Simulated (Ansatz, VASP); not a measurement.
**One calculation of SiC, two programs**

```
Si C
1.0
     0.00000    2.22174    2.22174
     2.22174    0.00000    2.22174
     2.22174    2.22174    0.00000
Si C
1 1
Direct
  0.00000 0.00000 0.00000
  0.75000 0.75000 0.75000
```

Alike in both runs: task single point; functional RPBE; k mesh 10 × 10 × 10; occupations fermi-dirac, width 0.05 eV; no spin polarisation.

```csv
,VASP,Ansatz
version,VASP 6.6.1,Ansatz 0.2.0
potentials or method,"VASP PAW PBE potentials, release 64 (Si, C)",Ansatz PAW
plane-wave cutoff (eV),600,420
valence electrons in the cell,8,8
```

|  | VASP | Ansatz | Ansatz less VASP |
| --- | --- | --- | --- |
| gap on the k mesh at the Fermi level (eV) | 1.42 | 1.42 | +0.003 |
| least direct gap on the mesh (eV) | 4.48 | 4.50 | +0.016 |
| pressure (GPa) | -6.1 | -5.5 | +0.56 |

VASP's potentials were made for PBE, not for RPBE.
